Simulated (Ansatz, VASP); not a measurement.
**Cd: VASP beside Ansatz**

```
CELL_PARAMETERS angstrom
0.00000 3.06816 3.06816
3.06816 0.00000 3.06816
3.06816 3.06816 0.00000
ATOMIC_POSITIONS crystal
Cd 0.74000 0.92000 0.92000
Cd 0.26000 0.08000 0.08000
```

Change from the starting cell: shortest bond scaled by 0.64, LAPW.

Alike in both runs: task single point; functional LDA; k mesh 9 × 9 × 9; occupations fermi-dirac, width 0.05 eV; no spin polarisation.

|  | VASP | Ansatz |
| --- | --- | --- |
| version | VASP 6.6.1 | Ansatz 0.2.0 |
| potentials or method | VASP PAW LDA potentials, release 64 (Cd), cutoff 520 eV | all-electron LAPW, scalar-relativistic |

|  | VASP | Ansatz | Ansatz less VASP |
| --- | --- | --- | --- |
| pressure (GPa) | 80.8 | 83.2 | +2.43 |
| traceless stress, the component that is largest in VASP (GPa) | -86.10 | -88.58 | -2.486 |
| rms of the force components (eV/Å) | 31.608 | 32.511 | +0.9036 |

LDA's correlation is that of Perdew and Zunger in VASP and of Perdew and Wang (1992) in Ansatz. Atom by atom the forces differ by 0.904 eV/Å (rms over components). Both programs put the cell under a high pressure, so it lies far from rest at this level. Ansatz ran all-electron here, and VASP with PAW potentials.

Noted on VASP's run: the cell as given lies far from equilibrium.
